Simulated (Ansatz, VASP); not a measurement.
## HgP: VASP beside Ansatz

```xyz
2
Lattice="0.0000 2.9115 2.9115 2.9115 0.0000 2.9115 2.9115 2.9115 0.0000" Properties=species:S:1:pos:R:3 pbc="T T T"
Hg    0.0000    0.0000    0.0000
P     1.4558    1.4558    1.4558
```

Alike in both runs: task single point; functional r2SCAN; k mesh 10 × 10 × 10; occupations gaussian, width 0.05 eV; no spin polarisation.

|  | VASP | Ansatz |
| --- | --- | --- |
| version | VASP 6.6.1 | Ansatz 0.2.0 |
| potentials or method | VASP PAW PBE potentials, release 64 (Hg, P), cutoff 520 eV | scalar-relativistic, plane waves, PAW |
| valence electrons in the cell | 17 | 25 |

```tsv
	VASP	Ansatz	Ansatz less VASP
gap on the k mesh at the Fermi level (eV)	none	none	-
pressure (GPa)	0.2	0.0	-0.21
```

VASP's potentials were made for PBE, not for r2SCAN. A gap of «none» marks a metal or a gap that the smearing closes. The functional is the same, so the differences come from potentials, cutoffs and numerics. VASP's potentials hold 17 valence electrons a cell and Ansatz's 25, so a difference there can come from the potentials and not from the codes.

Spin-orbit coupling is off throughout.
